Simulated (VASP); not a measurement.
# Pb (P6/mmm) in VASP: notebook

Runs on Pb. Level: PBE. Tasks: single point.

All numbers are computed with VASP 6.6.1; they aren't measurements. Logs are shortened: lines on timing, memory, paths and dates and some standing lists are left out, and cuts for length are marked.

## Step 1: The cell of the first run

The structure is hexagonal, space group P6/mmm (No. 191). The conventional cell has a = 4.210 Å, b = 4.210 Å, c = 2.525 Å, α = 90.00°, β = 90.00°, γ = 120.00°. Pb (site symmetry 6/mmm) has 14 Pb at 2.53 to 2.74 Å within 3.3 Å. Pb (site symmetry -6m2) has 11 Pb at 2.43 to 2.74 Å within 3.2 Å.

This isn't the form of Pb at room conditions, which is fcc.

## Step 2: Single point, PBE (12.92 Å³/atom)

The input, INCAR:

```
SYSTEM = Pb
ALGO = Normal
EDIFF = 1E-6
ENCUT = 520
GGA = PE
ISIF = 2
ISMEAR = -1
LASPH = .TRUE.
LCHARG = .TRUE.
LELF = .TRUE.
LREAL = .FALSE.
LVHAR = .TRUE.
LWAVE = .FALSE.
NBANDS = 28
NELM = 80
PREC = Accurate
SIGMA = 0.08
```

The input, KPOINTS:

```
k-points
0
G
  7 7 10
  0 0 0
```

The input, POSCAR:

```
Pb
1.0
    4.2100943125      0.0000000000      0.0000000000
   -2.1050471562      3.6460486269      0.0000000000
    0.0000000000      0.0000000000      2.5252010318
Pb
3
Direct
    0.0000000000      0.0000000000      0.0000000000
    0.3333333333      0.6666666667      0.5000000000
    0.6666666667      0.3333333333      0.5000000000
```

Potentials or basis: VASP PAW PBE potentials, release 64 (Pb_d).

Launch:

```console
> cat potpaw_PBE.64/Pb_d/POTCAR > POTCAR
> mpirun -np 1 vasp_std > vasp.out
```

OUTCAR:

```text
SYSTEM = Pb
   EDIFF = 1E-6
   ENCUT = 520
   GGA = PE
   ISIF = 2
   ISMEAR = -1
   LASPH = .TRUE.
   LREAL = .FALSE.
   NELM = 80
   PREC = Accurate

 ion  position               nearest neighbor table
   1  0.000  0.000  0.000-   2 2.74   3 2.74   2 2.74   3 2.74   2 2.74   2 2.74   3 2.74   3 2.74
                             3 2.74   3 2.74   2 2.74   2 2.74
   2  0.333  0.667  0.500-   3 2.43   3 2.43   3 2.43   1 2.74   1 2.74   1 2.74   1 2.74   1 2.74
                             1 2.74   3 3.50   3 3.50   3 3.50   3 3.50   3 3.50   3 3.50
   3  0.667  0.333  0.500-   2 2.43   2 2.43   2 2.43   1 2.74   1 2.74   1 2.74   1 2.74   1 2.74
                             1 2.74   2 3.50   2 3.50   2 3.50   2 3.50   2 3.50   2 3.50

  LATTYP: Found a hexagonal cell.
 ALAT       =     4.2100943125
 C/A-ratio  =     0.5997967847

  Lattice vectors:

 A1 = (   4.2100943125,   0.0000000000,   0.0000000000)
 A2 = (  -2.1050471562,   3.6460486269,   0.0000000000)
 A3 = (   0.0000000000,   0.0000000000,   2.5252010318)

Analysis of symmetry for initial positions (statically):
=====================================================================
 Subroutine PRICEL returns:
 Original cell was already a primitive cell.

 Routine SETGRP: Setting up the symmetry group for a
 hexagonal supercell.

 Subroutine GETGRP returns: Found 24 space group operations
 (whereof 24 operations were pure point group operations)
 out of a pool of 24 trial point group operations.

The static configuration has the point symmetry D_6h.

Analysis of symmetry for dynamics (positions and initial velocities):
=====================================================================
 Subroutine PRICEL returns:
 Original cell was already a primitive cell.

 Routine SETGRP: Setting up the symmetry group for a
 hexagonal supercell.

 Subroutine GETGRP returns: Found 24 space group operations
 (whereof 24 operations were pure point group operations)
 out of a pool of 24 trial point group operations.

The dynamic configuration has the point symmetry D_6h.

 Subroutine INISYM returns: Found 24 space group operations
 (whereof 24 operations are pure point group operations),
 and found     1 'primitive' translations

----------------------------------------------------------------------------------------

                                     Primitive cell

  volume of cell :      38.7624

  direct lattice vectors                    reciprocal lattice vectors
     4.210094312  0.000000000  0.000000000     0.237524370  0.137134759  0.000000000
[... 89 lines left out ...]
   LREAL  =      F    real-space projection
   EDIFFG = 0.1E-04   stopping-criterion for IOM
   NSW    =      0    number of steps for IOM
   IBRION =     -1    ionic relax: 0-MD 1-quasi-New 2-CG
   NFREE  =      0    steps in history (QN), initial steepest desc. (CG)
   ISIF   =      2    stress and relaxation
   ISYM   =      2    0-nonsym 1-usesym 2-fastsym
   POTIM  = 0.5000    time-step for ionic-motion
   TEBEG  =    0.0;   TEEND  =   0.0 temperature during run
   PSTRESS=    0.0 pullay stress
   NELECT =      42.0000    total number of electrons
   NUPDOWN=      -1.0000    fix difference up-down
   EMIN   =  10.00;   EMAX   =-10.00  energy-range for DOS
   EFERMI =   0.00;   METHOD = LEGACY
   ISMEAR =    -1;   SIGMA  =   0.08  broadening in eV -4-tet -1-fermi 0-gaus
   EFERMI_NEDOS =   21; number of points for ismear=-14 and -15
   IALGO  =     38    algorithm
   IMIX   =      4    mixing-type and parameters
     AMIX     =   0.40;   BMIX     =  1.00
     AMIX_MAG =   1.60;   BMIX_MAG =  1.00
  volume/ion in A,a.u.               =      12.92        87.19
  Fermi-wavevector in a.u.,A,eV,Ry     =   1.681465  3.177508 38.468089  2.827325
  Thomas-Fermi vector in A             =   2.765017
   LORBIT       =      0    0 simple, 1 ext, 2 COOP (PROOUT), +10 PAW based schemes
   GGA     = PE    functional components
   LHFCALC =     F    Hartree Fock is set to
   AEXX    =    0.0000 exact exchange contribution
   IVDW    =     0    specifies the selected vdW correction
   LEPSILON=     F    determine dielectric tensor
   LRPA    =     F    only Hartree local field effects (RPA)
 non-spin polarized calculation
  energy-cutoff  :      520.00
  volume of cell :       38.76
 maximum number of plane-waves:      1064
 NGX is ok and might be reduce to    32
   NGX = 15   NGY = 15   NGZ =  9

 number of electron      42.0000007 magnetization

 Free energy of the ion-electron system (eV)
  ---------------------------------------------------
  ext. energy  EPLUGINS =         0.00000000
  ---------------------------------------------------
  free energy    TOTEN  =        14.04785006 eV

  energy without entropy =       14.06342172  energy(sigma->0) =       14.05563589

 E-fermi :  23.2058     XC(G=0): -15.0295

 val. band max:       23.1980086188   @ k =   0.2857   0.0000   0.3000
 cond. band min:      23.2670225837   @ k =   0.2857   0.0000   0.0000
 fundamental gap:      0.0690139650
 Fermi energy:        23.2058241195

 k-point     1 :       0.0000    0.0000    0.0000
  band No.  band energies     occupation
      1       0.2181      2.00000
      2       0.9940      2.00000
      3       1.6850      2.00000
      4       1.8747      2.00000
      5       2.1286      2.00000
      6       2.1286      2.00000
[... 733 lines left out ...]
     27      32.4124      0.00000
     28      33.4081      0.00000

 [... further k-points ...]

------------------------ aborting loop because EDIFF is reached ----------------------------------------

  FORCE on cell =-STRESS in cart. coord.  units (eV):
  Direction    XX          YY          ZZ          XY          YZ          ZX
  --------------------------------------------------------------------------------------
  -------------------------------------------------------------------------------------
  Total       80.9699764     80.9699764     81.0014243      0.0000000      0.0000000     -0.0000000
  in kB     3346.7583526   3346.7583525   3348.0581956      0.0000000      0.0000000     -0.0000000
  external PRESSURE =    3347.1916336 kB  Pullay stress =       0.0000000 kB

 VOLUME and BASIS-vectors are now :
 -----------------------------------------------------------------------------
  energy-cutoff  :      520.00
  volume of cell :       38.76
      direct lattice vectors                 reciprocal lattice vectors
     4.210094312  0.000000000  0.000000000     0.237524370  0.137134759  0.000000000
    -2.105047156  3.646048627  0.000000000     0.000000000  0.274269518  0.000000000
     0.000000000  0.000000000  2.525201032     0.000000000  0.000000000  0.396008075

 POSITION                                       TOTAL-FORCE (eV/Angst)
 -----------------------------------------------------------------------------------
      0.00000      0.00000      0.00000        -0.000000      0.000000     -0.000000
     -0.00000      2.43070      1.26260        -0.000000      0.000000     -0.000000
      2.10505      1.21535      1.26260         0.000000     -0.000000      0.000000
 -----------------------------------------------------------------------------------
    total drift:                               -0.000000      0.000000      0.000000

  FREE ENERGIE OF THE ION-ELECTRON SYSTEM (eV)
  ---------------------------------------------------
  free  energy   TOTEN  =        14.0478500634 eV

  energy  without entropy=       14.0634217199  energy(sigma->0) =       14.05563589
```

Run time: 19 s. Hardware: 1 thread of Intel Xeon 6975P-C (Granite Rapids), shared host; peak memory 0.17 GiB.

What came out:

- Free energy: 14.0479 eV
- Pressure: 334.7 GPa
- Band gap on the k mesh: zero (bands 21 and 22 overlap by 8.46 eV)

Levels at points of the mesh, in eV from the Fermi level:
```tsv
k point	band 17	band 18	band 19	band 20	band 21	band 22	band 23	band 24	band 25	band 26
(0.00, 0.00, 0.00)	-7.90	-7.27	-5.38	-5.38	-5.37	-5.37	3.31	8.76	10.34	10.34
(0.00, 0.00, 0.50)	-12.75	-2.68	-2.58	-2.16	-2.16	-0.66	-0.37	-0.37	0.14	4.41
```

Caveat: the cell stands under pressure; spin-orbit coupling is left out, which moves the levels of the heavy elements.

## Step 3: Single point, PBE (12.92 Å³/atom)

The input, INCAR:

```
PREC = Accurate
ENCUT = 520
EDIFF = 1E-7
ISMEAR = -1
SIGMA = 0.08
LREAL = False
LASPH = True
NELM = 60
ALGO = Normal
ISIF = 2
LWAVE = False
LCHARG = False
GGA = PE
NBANDS = 28
```

The input, KPOINTS:

```
Automatic mesh
0
Gamma
  7 7 10
```

POSCAR is that of step 2.

Potentials or basis: VASP PAW PBE potentials, release 64 (Pb_d).

Launch:

```console
> cat potpaw_PBE.64/Pb_d/POTCAR > POTCAR
> mpirun -np 1 vasp_std > vasp.out
```

Wall time 19 s (1 thread of Intel Xeon 6975P-C (Granite Rapids), shared host); peak memory 0.17 GiB.

Results (log left out):

```yaml
Free_energy: 14.0479 eV
Pressure: 334.7 GPa
Band_gap_on_the_k_mesh: zero (bands 21 and 22 overlap by 8.46 eV)
```

Stress tensor (GPa, compression positive):
```
334.68   0.00   0.00
  0.00 334.68   0.00
  0.00   0.00 334.81
```

Levels at points of the mesh, in eV from the Fermi level:
| k point | band 19 | band 20 | band 21 | band 22 | band 23 | band 24 |
| --- | --- | --- | --- | --- | --- | --- |
| (0.00, 0.00, 0.00) | -5.38 | -5.38 | -5.37 | -5.37 | 3.31 | 8.76 |
| (0.00, 0.00, 0.50) | -2.58 | -2.16 | -2.16 | -0.66 | -0.37 | -0.37 |

Caveat: the cell stands under pressure; spin-orbit coupling is left out, which moves the levels of the heavy elements.

## Step 4: Single point, PBE (14.54 Å³/atom)

This run uses another cell than the first one, of 14.54 Å³/atom.

The input, INCAR:

```
ALGO = Normal
EDIFF = 1E-7
ENCUT = 520
GGA = PE
ISIF = 2
ISMEAR = -1
LASPH = T
LCHARG = F
LREAL = F
LWAVE = F
NBANDS = 28
NELM = 80
PREC = Accurate
SIGMA = 0.08
```

The input, KPOINTS:

```
k-points
0
Gamma
  7 7 10
```

The input, POSCAR:

```
Pb
1.0
    4.3759104286      0.0000000000      0.0000000000
   -2.1879552143      3.7896495958      0.0000000000
    0.0000000000      0.0000000000      2.6296338566
Pb
3
Direct
    0.0000000000      0.0000000000      0.0000000000
    0.3333333333      0.6666666667      0.5000000000
    0.6666666667      0.3333333333      0.5000000000
```

Launch:

```console
> cat potpaw_PBE.64/Pb_d/POTCAR > POTCAR
> mpirun -np 1 vasp_std > vasp.out
```

Run time: 25 s. Hardware: 1 thread of Intel Xeon 6975P-C (Granite Rapids), shared host; peak memory 0.18 GiB.

The run converged. Its results:

* Free energy: 5.8517 eV
* Pressure: 216.8 GPa
* Band gap on the k mesh: zero (bands 21 and 22 overlap by 7.89 eV)

Levels at points of the mesh, in eV from the Fermi level:
```tsv
k point	band 19	band 20	band 21	band 22	band 23	band 24
(0.00, 0.00, 0.00)	-4.96	-4.96	-4.93	-4.93	3.45	9.57
(0.00, 0.00, 0.50)	-2.20	-1.82	-1.82	-1.10	-0.89	-0.08
```

Caveat: the cell stands under pressure; spin-orbit coupling is left out, which moves the levels of the heavy elements.

## Step 5: Single point, PBE (17.77 Å³/atom)

This run uses another cell than the first one, of 17.77 Å³/atom.

The input, INCAR:

```
ALGO     = Normal         # electronic algorithm
EDIFF    = 1E-6           # SCF threshold, eV
ENCUT    = 520            # plane-wave cutoff, eV
GGA      = PE             # functional
ISIF     = 2              # what is computed and relaxed
ISMEAR   = -1             # smearing method
LASPH    = T              # aspherical terms in the spheres
LCHARG   = T              # write CHGCAR
LELF     = T              # ELF
LREAL    = F              # projectors in reciprocal space
LVHAR    = T            
LWAVE    = F              # write WAVECAR
NBANDS   = 28             # bands
NELM     = 100            # most SCF steps
PREC     = Accurate       # precision mode
SIGMA    = 0.08           # smearing width, eV
```

KPOINTS is that of step 4.

The input, POSCAR:

```
Pb
1.0
    4.6703046181      0.0000000000      0.0000000000
   -2.3351523090      4.0446024427      0.0000000000
    0.0000000000      0.0000000000      2.8215768903
Pb
3
Direct
    0.0000000000      0.0000000000      0.0000000000
    0.3333333333      0.6666666667      0.5000000000
    0.6666666667      0.3333333333      0.5000000000
```

Launch:

```console
> cat potpaw_PBE.64/Pb_d/POTCAR > POTCAR
> mpirun -np 1 vasp_std > vasp.out
```

It took 28 s on 1 thread of Intel Xeon 6975P-C (Granite Rapids), shared host; peak memory 0.2 GiB.

It converged, with:

```
Free energy            : -3.1465 eV
Pressure               : 97.9 GPa
Band gap on the k mesh : zero (bands 21 and 22 overlap by 6.85 eV)
```

Levels at points of the mesh, in eV from the Fermi level:
```csv
k point,band 18,band 19,band 20,band 21,band 22,band 23,band 24,band 25
"(0.00, 0.00, 0.00)",-7.17,-4.20,-4.20,-4.14,-4.14,3.39,9.54,10.45
"(0.00, 0.00, 0.50)",-2.43,-2.06,-1.74,-1.52,-1.37,-1.37,0.26,0.26
```

Caveat: the cell stands under pressure; spin-orbit coupling is left out, which moves the levels of the heavy elements.

## Step 6: Single point, PBE (30.69 Å³/atom)

This run uses another cell than the first one, of 30.69 Å³/atom.

The input, INCAR:

```
  PREC = Accurate
  ENCUT = 520
  EDIFF = 1E-6
  ISMEAR = -1
  SIGMA = 0.08
  LREAL = F
  LASPH = T
  NELM = 80
  ALGO = Normal
  ISIF = 2
  LWAVE = F
  LCHARG = F
  GGA = PE
  NBANDS = 28
```

The input, KPOINTS:

```
Automatic mesh
0
Gamma
  7 7 10
```

The input, POSCAR:

```
Pb
1.0
    5.6582354336      0.0000000000      0.0000000000
   -2.8291177168      4.9001756261      0.0000000000
    0.0000000000      0.0000000000      3.3203295730
Pb
3
Direct
    0.0000000000      0.0000000000      0.0000000000
    0.3333333333      0.6666666667      0.5000000000
    0.6666666667      0.3333333333      0.5000000000
```

Potentials or basis: VASP PAW PBE potentials, release 64 (Pb_d).

Launch:

```console
> cat potpaw_PBE.64/Pb_d/POTCAR > POTCAR
> mpirun -np 1 vasp_std > vasp.out
```

Wall time 53 s (1 thread of Intel Xeon 6975P-C (Granite Rapids), shared host); peak memory 0.26 GiB.

It converged, with:

- Free energy: -10.5170 eV
- Pressure: 2.1 GPa
- Band gap on the k mesh: zero (bands 21 and 22 overlap by 3.91 eV)

Levels at points of the mesh, in eV from the Fermi level:
```tsv
k point	band 17	band 18	band 19	band 20	band 21	band 22	band 23	band 24	band 25	band 26
(0.00, 0.00, 0.00)	-7.60	-7.22	-2.15	-2.15	-2.07	-2.07	3.54	7.34	7.34	7.47
(0.00, 0.00, 0.50)	-7.70	-5.12	-2.20	-1.42	-0.42	-0.18	-0.18	1.03	1.03	2.44
```

Caveat: spin-orbit coupling is left out, which moves the levels of the heavy elements.

## Step 7: Overview

```csv
cell,gap on the mesh (eV),pressure (GPa)
"a = 4.210, b = 4.210, c = 2.525 Å, angles 90.0, 90.0, 120.0°, 3 atoms",none,334.7
"a = 4.376, b = 4.376, c = 2.630 Å, angles 90.0, 90.0, 120.0°, 3 atoms",none,216.8
"a = 4.670, b = 4.670, c = 2.822 Å, angles 90.0, 90.0, 120.0°, 3 atoms",none,97.9
"a = 5.658, b = 5.658, c = 3.320 Å, angles 90.0, 90.0, 120.0°, 3 atoms",none,2.1
```

Alike in all rows: task single point; level PBE; potentials or basis VASP PAW PBE potentials, release 64 (Pb_d); no spin polarisation; k mesh 7 × 7 × 10; cutoff (eV) 520; smearing fermi-dirac 0.08 eV.

Caveats: spin-orbit coupling is left out, which moves the levels of the heavy elements; the cell stands under pressure (at least some runs).

Total energies depend on the potentials used, so only differences within one code and one set of settings carry meaning.

The gap in the log of VASP goes by the Fermi energy; the results here count the filled bands.